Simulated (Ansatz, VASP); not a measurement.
## GaPtC2N2: VASP beside Ansatz

```
Ga Pt C N
1.0
     2.97348   -0.04974   -0.12186
    -1.45766    2.58536   -0.21161
    -1.03369   -1.33827   10.53000
Ga Pt C N
1 1 2 2
Direct
  0.50000 0.50000 0.50000
  0.00000 0.00000 0.00000
  0.80813 0.80787 0.80929
  0.19187 0.19213 0.19071
  0.69266 0.69192 0.69584
  0.30734 0.30808 0.30416
```

Alike in both runs: functional PBE; k mesh 6 × 6 × 2; occupations gaussian, width 0.1 eV; no spin polarisation.

Ansatz relaxed the structure, and its values are those at the end. VASP's run is a single point on that final structure, the one shown.

|  | VASP | Ansatz |
| --- | --- | --- |
| version | VASP 6.6.1 | Ansatz 0.2.0 |
| potentials or method | VASP PAW PBE potentials, release 64 (Ga_d, Pt_sv_GW, C, N), cutoff 600 eV | scalar-relativistic, plane waves, PAW |
| valence electrons in the cell | 49 | 49 |

```tsv
	VASP	Ansatz	Ansatz less VASP
gap on the k mesh at the Fermi level (eV)	none	none	-
pressure (GPa)	0.1	-0.1	-0.19
rms of the force components (eV/Å)	0.168	0.005	-0.1629
```

A gap of «none» marks a metal or a gap that the smearing closes. One of these differences is far larger than is usual between the two programs; its cause wasn't traced.

The k mesh is coarse, so the values compare programs but aren't converged. Neither program's run includes spin-orbit coupling. Noted on VASP's run: the standard files for N, O and F lose accuracy on very short bonds.
